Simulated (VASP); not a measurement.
# Al (Fm-3m) in VASP: settings compared

Al is run at these levels: r2SCAN, BLYP, RPBE; tasks: single point, relaxation of cell and atoms.

All numbers are computed with VASP 6.6.1; they aren't measurements. Logs are shortened: lines on timing, memory, paths and dates and some standing lists are left out, and cuts for length are marked.

**1. The cell of the first run**

Symmetry: Fm-3m, No. 225, cubic system. Conventional cell: a = 3.999 Å, b = 3.999 Å, c = 3.999 Å, α = 90.00°, β = 90.00°, γ = 90.00°. Within 3.7 Å of Al (site symmetry m-3m) lie 12 Al at 2.83 Å.

**2. Single point, r2SCAN**

The input, POSCAR:

```
Al
1.0
    0.0000000000      1.9992708906      1.9992708906
    1.9992708906      0.0000000000      1.9992708906
    1.9992708906      1.9992708906      0.0000000000
Al
1
Direct
    0.0000000000      0.0000000000      0.0000000000
```

The input, INCAR.step1:

```
SYSTEM = Al
PREC = Accurate
ENCUT = 520
ISMEAR = -1
SIGMA = 0.1
LREAL = .False.
LASPH = .True.
NELM = 100
NBANDS = 8
GGA = PE
ALGO = Normal
EDIFF = 1E-4
LWAVE = .True.
LCHARG = .False.
```

The input, INCAR.step2:

```
SYSTEM = Al
PREC = Accurate
ENCUT = 520
EDIFF = 1E-6
ISMEAR = -1
SIGMA = 0.1
LREAL = .False.
LASPH = .True.
NELM = 100
ALGO = Normal
ISIF = 2
LWAVE = .False.
LCHARG = .False.
METAGGA = R2SCAN
LMIXTAU = .True.
NBANDS = 8
ISTART = 1
```

The input, KPOINTS:

```
Automatic mesh
0
Gamma
  11 11 11
  0 0 0
```

Potentials or basis: VASP PAW PBE potentials, release 64 (Al).

Launch:

```
$ cat potpaw_PBE.64/Al/POTCAR > POTCAR
$ cp INCAR.step1 INCAR
$ mpirun -np 1 vasp_std > vasp.out
$ cp INCAR.step2 INCAR
$ mpirun -np 1 vasp_std > vasp.out
```

OUTCAR:

```text
SYSTEM = Al
   PREC = Accurate
   ENCUT = 520
   EDIFF = 1E-6
   ISMEAR = -1
   LREAL = .False.
   LASPH = .True.
   NELM = 100
   ISIF = 2
   METAGGA = R2SCAN
   ISTART = 1

 ion  position               nearest neighbor table
   1  0.000  0.000  0.000-

  LATTYP: Found a face centered cubic cell.
 ALAT       =     3.9985417812

  Lattice vectors:

 A1 = (   0.0000000000,   1.9992708906,   1.9992708906)
 A2 = (   1.9992708906,   0.0000000000,   1.9992708906)
 A3 = (   1.9992708906,   1.9992708906,   0.0000000000)

Analysis of symmetry for initial positions (statically):
=====================================================================
 Subroutine PRICEL returns:
 Original cell was already a primitive cell.

 Routine SETGRP: Setting up the symmetry group for a
 face centered cubic supercell.

 Subroutine GETGRP returns: Found 48 space group operations
[... 9 lines left out ...]

 Routine SETGRP: Setting up the symmetry group for a
 face centered cubic supercell.

 Subroutine GETGRP returns: Found 48 space group operations
 (whereof 48 operations were pure point group operations)
 out of a pool of 48 trial point group operations.

The dynamic configuration has the point symmetry O_h .

 Subroutine INISYM returns: Found 48 space group operations
 (whereof 48 operations are pure point group operations),
 and found     1 'primitive' translations

----------------------------------------------------------------------------------------

                                     Primitive cell

  volume of cell :      15.9825

  direct lattice vectors                    reciprocal lattice vectors
     0.000000000  1.999270891  1.999270891    -0.250091172  0.250091172  0.250091172
     1.999270891  0.000000000  1.999270891     0.250091172 -0.250091172  0.250091172
     1.999270891  1.999270891  0.000000000     0.250091172  0.250091172 -0.250091172

  length of vectors
     2.827396008  2.827396008  2.827396008     0.433170616  0.433170616  0.433170616

  position of ions in fractional coordinates (direct lattice)
     0.000000000  0.000000000  0.000000000

  ion indices of the primitive-cell ions
   primitive index   ion index
                 1           1

----------------------------------------------------------------------------------------

 KPOINTS: Automatic mesh

Automatic generation of k-mesh.
 Grid dimensions read from file:
 generate k-points for:   11   11   11

 Generating k-lattice:

  Cartesian coordinates                     Fractional coordinates (reciprocal lattice)
    -0.022735561  0.022735561  0.022735561     0.090909091  0.000000000  0.000000000
     0.022735561 -0.022735561  0.022735561     0.000000000  0.090909091  0.000000000
     0.022735561  0.022735561 -0.022735561     0.000000000  0.000000000  0.090909091

  Length of vectors
     0.039379147  0.039379147  0.039379147

  Shift w.r.t. Gamma in fractional coordinates (k-lattice)
     0.000000000  0.000000000  0.000000000

 Subroutine IBZKPT returns following result:
 ===========================================

 Found     56 irreducible k-points:

 Following reciprocal coordinates:
            Coordinates               Weight
  0.000000  0.000000  0.000000      1.000000
  0.090909  0.000000  0.000000      8.000000
  0.181818  0.000000  0.000000      8.000000
  0.272727  0.000000  0.000000      8.000000
  0.363636  0.000000  0.000000      8.000000
  0.454545  0.000000  0.000000      8.000000
[... 16 lines left out ...]
 -0.272727  0.181818  0.000000     24.000000
 -0.181818  0.181818  0.000000     12.000000
 [... further k-points ...]
   k-points           NKPTS =     56   k-points in BZ     NKDIM =     56   number of bands    NBANDS=      8
   number of dos      NEDOS =    301   number of ions     NIONS =      1
   total plane-waves  NPLWV =  13824
   dimension x,y,z NGX =    24 NGY =   24 NGZ =   24
   dimension x,y,z NGXF=    48 NGYF=   48 NGZF=   48
   ions per type =               1
   NGX,Y,Z   is equivalent  to a cutoff of  14.11, 14.11, 14.11 a.u.
   NGXF,Y,Z  is equivalent  to a cutoff of  28.22, 28.22, 28.22 a.u.
 SYSTEM =  Al
   PREC   = accura    normal or accurate (medium, high low for compatibility)
   ISTART =      1    job   : 0-new  1-cont  2-samecut
   ICHARG =      0    charge: 1-file 2-atom 10-const
   ISPIN  =      1    spin polarized calculation?
   LNONCOLLINEAR =      F non collinear calculations
   LSORBIT =      F    spin-orbit coupling
   LASPH  =      T    aspherical Exc in radial PAW
   ENCUT  =  520.0 eV  38.22 Ry    6.18 a.u.   5.26  5.26  5.26*2*pi/ulx,y,z
   NELM   =    100;   NELMIN=  2; NELMDL=  0     # of ELM steps
   EDIFF  = 0.1E-05   stopping-criterion for ELM
   LREAL  =      F    real-space projection
   EDIFFG = 0.1E-04   stopping-criterion for IOM
   NSW    =      0    number of steps for IOM
   IBRION =     -1    ionic relax: 0-MD 1-quasi-New 2-CG
   NFREE  =      0    steps in history (QN), initial steepest desc. (CG)
   ISIF   =      2    stress and relaxation
   ISYM   =      2    0-nonsym 1-usesym 2-fastsym
   POTIM  = 0.5000    time-step for ionic-motion
   TEBEG  =    0.0;   TEEND  =   0.0 temperature during run
   PSTRESS=    0.0 pullay stress
   NELECT =       3.0000    total number of electrons
   NUPDOWN=      -1.0000    fix difference up-down
   EMIN   =  10.00;   EMAX   =-10.00  energy-range for DOS
   EFERMI =   0.00;   METHOD = LEGACY
   ISMEAR =    -1;   SIGMA  =   0.10  broadening in eV -4-tet -1-fermi 0-gaus
   EFERMI_NEDOS =   21; number of points for ismear=-14 and -15
   IALGO  =     38    algorithm
   IMIX   =      4    mixing-type and parameters
     AMIX     =   0.40;   BMIX     =  1.00
     AMIX_MAG =   1.60;   BMIX_MAG =  1.00
  volume/ion in A,a.u.               =      15.98       107.86
  Fermi-wavevector in a.u.,A,eV,Ry     =   0.937347  1.771329 11.954336  0.878619
  Thomas-Fermi vector in A             =   2.064448
   LORBIT       =      0    0 simple, 1 ext, 2 COOP (PROOUT), +10 PAW based schemes
   METAGGA = R2SCAN    functional components
   LHFCALC =     F    Hartree Fock is set to
   AEXX    =    0.0000 exact exchange contribution
   IVDW    =     0    specifies the selected vdW correction
   LEPSILON=     F    determine dielectric tensor
   LRPA    =     F    only Hartree local field effects (RPA)
 non-spin polarized calculation
  energy-cutoff  :      520.00
  volume of cell :       15.98
 maximum number of plane-waves:       444
 NGX is ok and might be reduce to    24
   NGX = 11   NGY = 11   NGZ = 11

 number of electron       3.0000000 magnetization

 Free energy of the ion-electron system (eV)
  ---------------------------------------------------
  ext. energy  EPLUGINS =         0.00000000
  ---------------------------------------------------
  free energy    TOTEN  =        -6.75107201 eV

  energy without entropy =       -6.73924687  energy(sigma->0) =       -6.74515944

 E-fermi :   8.3643     XC(G=0): -11.0264

 val. band max:        8.2919339702   @ k =  -0.3636   0.3636   0.0000
 cond. band min:       8.3900793409   @ k =   0.4545   0.1818   0.0909
 fundamental gap:      0.0981453707
 Fermi energy:         8.3643344500

 k-point     1 :       0.0000    0.0000    0.0000
  band No.  band energies     occupation
      1      -3.7149      2.00000
      2      21.8582      0.00000
      3      21.8582      0.00000
      4      21.8582      0.00000
      5      24.0185      0.00000
      6      24.0185      0.00000
      7      24.0185      0.00000
      8      25.9471      0.00000

 k-point     2 :       0.0909    0.0000    0.0000
  band No.  band energies     occupation
      1      -3.4712      2.00000
      2      18.8275      0.00000
      3      21.2948      0.00000
      4      21.2948      0.00000
      5      24.5089      0.00000
      6      24.9650      0.00000
      7      24.9650      0.00000
      8      28.0924      0.00000

 k-point     3 :       0.1818    0.0000    0.0000
  band No.  band energies     occupation
      1      -2.7426      2.00000
      2      14.8904      0.00000
      3      20.5663      0.00000
      4      20.5663      0.00000
      5      24.1889      0.00000
      6      25.7540      0.00000
      7      25.7540      0.00000
      8      27.1743      0.00000

 k-point     4 :       0.2727    0.0000    0.0000
  band No.  band energies     occupation
      1      -1.5367      2.00000
      2      11.1812      0.00000
      3      20.1451      0.00000
      4      20.1451      0.00000
      5      23.9261      0.00000
      6      23.9712      0.00000
      7      23.9712      0.00000
      8      28.3082      0.00000

 k-point     5 :       0.3636    0.0000    0.0000
  band No.  band energies     occupation
      1       0.1338      2.00000
      2       7.8192      1.99146
      3      20.0982      0.00000
      4      20.0982      0.00000
      5      22.4271      0.00000
      6      22.4271      0.00000
      7      23.9710      0.00000
      8      26.7204      0.00000
[... 177 lines left out ...]
 k-point    22 :      -0.3636    0.1818    0.0000
  band No.  band energies     occupation
      1       2.3249      2.00000
      2       6.5782      2.00000
      3      13.4769      0.00000
      4      18.2524      0.00000
      5      20.3232      0.00000
      6      25.1269      0.00000
      7      28.0708      0.00000
      8      31.1404      0.00000

 k-point    23 :      -0.2727    0.1818    0.0000
  band No.  band energies     occupation
      1       0.3707      2.00000
      2       9.5764      0.00001
      3      13.3533      0.00000
      4      19.5742      0.00000
      5      21.7244      0.00000
      6      24.8313      0.00000
      7      27.5787      0.00000
      8      28.1145      0.00000

 k-point    24 :      -0.1818    0.1818    0.0000
  band No.  band energies     occupation
      1      -1.1371      2.00000
      2      12.4258      0.00000
      3      14.1963      0.00000
      4      21.3039      0.00000
      5      23.4724      0.00000
      6      24.3740      0.00000
      7      25.9785      0.00000
      8      26.9075      0.00000

 [... further k-points ...]
[... 5 lines left out ...]
  --------------------------------------------------------------------------------------
  -------------------------------------------------------------------------------------
  Total       -0.0457762     -0.0457762     -0.0457762      0.0000000      0.0000000     -0.0000000
  in kB       -4.5888685     -4.5888685     -4.5888685      0.0000000      0.0000000     -0.0000000
  external PRESSURE =      -4.5888685 kB  Pullay stress =       0.0000000 kB

 VOLUME and BASIS-vectors are now :
 -----------------------------------------------------------------------------
  energy-cutoff  :      520.00
  volume of cell :       15.98
      direct lattice vectors                 reciprocal lattice vectors
     0.000000000  1.999270891  1.999270891    -0.250091172  0.250091172  0.250091172
     1.999270891  0.000000000  1.999270891     0.250091172 -0.250091172  0.250091172
     1.999270891  1.999270891  0.000000000     0.250091172  0.250091172 -0.250091172

 POSITION                                       TOTAL-FORCE (eV/Angst)
 -----------------------------------------------------------------------------------
      0.00000      0.00000      0.00000        -0.000000     -0.000000     -0.000000
 -----------------------------------------------------------------------------------
    total drift:                               -0.000000      0.000000     -0.000000

  FREE ENERGIE OF THE ION-ELECTRON SYSTEM (eV)
  ---------------------------------------------------
  free  energy   TOTEN  =        -6.7510720140 eV

  energy  without entropy=       -6.7392468729  energy(sigma->0) =       -6.74515944
```

It took 12 s on 1 thread of Intel Xeon Platinum 8559C (Emerald Rapids), shared host; peak memory 0.13 GiB.

Results:

| Item | Value |
| --- | --- |
| Free energy | -6.7511 eV |
| Pressure | -0.5 GPa |

Levels at points of the mesh, in eV from the Fermi level:
```tsv
k point	band 1	band 2	band 3	band 4	band 5	band 6
(0.00, 0.00, 0.00)	-12.08	13.49	13.49	13.49	15.65	15.65
```

Caveat: the PAW data sets were made with another functional, which shifts forces and pressure a little.

(Part 1 of 2 ends here.)
